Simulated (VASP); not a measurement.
**Ge2Sb2O: single point with PBE**

The system is Ge2Sb2O.

```
CELL_PARAMETERS angstrom
-2.86328 2.86328 3.95864
2.86328 -2.86328 3.95864
2.86328 2.86328 -3.95864
ATOMIC_POSITIONS crystal
Ge 0.75000 0.25000 0.50000
Ge 0.25000 0.75000 0.50000
Sb 0.50000 0.00000 0.50000
Sb 0.00000 0.50000 0.50000
O 0.00000 0.00000 0.00000
```

The cell was generated, and may not be a known phase.

| Quantity | Value |
| --- | --- |
| Program | VASP 6.6.1 |
| Task | single point |
| Functional | PBE |
| Potentials or basis | VASP PAW PBE potentials, release 64 (Ge_d, Sb, O) |
| Cutoff | 520 eV |
| k mesh | 4 × 4 × 4 |
| Occupations | gaussian, width 0.1 eV |
| Spin | no spin polarisation |

- Pressure: 41.0 GPa
- Band gap on the k mesh: zero (bands 22 and 23 overlap by 1.67 eV)

Stress tensor (GPa, compression positive):
```
 -5.14   0.00   0.00
  0.00  -5.14   0.00
  0.00   0.00 133.36
```

Levels at points of the mesh, in eV from the Fermi level:
| k point | band 18 | band 19 | band 20 | band 21 | band 22 | band 23 | band 24 | band 25 | band 26 | band 27 |
| --- | --- | --- | --- | --- | --- | --- | --- | --- | --- | --- |
| (0.00, 0.00, 0.00) | -2.49 | -2.49 | -1.22 | -1.22 | -1.08 | -1.01 | 0.95 | 0.95 | 3.32 | 4.34 |
| (0.50, 0.00, 0.00) | -3.02 | -2.59 | -1.32 | -0.95 | -0.14 | 2.26 | 2.39 | 2.43 | 3.33 | 3.56 |
| (0.50, 0.50, 0.00) | -2.32 | -1.89 | -1.83 | -1.32 | -0.09 | -0.01 | 0.44 | 0.96 | 4.42 | 5.19 |
| (0.50, 0.50, 0.50) | -1.47 | -1.47 | -0.98 | -0.04 | 0.66 | 0.66 | 1.33 | 1.33 | 3.27 | 5.19 |

It took 2.1 min on 1 thread of Oxide Virtual Turin-like Processor, with other jobs on the host, peak memory 0.24 GiB.

Caveat: the stress differs along the axes, from -5 to 133 GPa; spin-orbit coupling is left out, which moves the levels of the heavy elements.
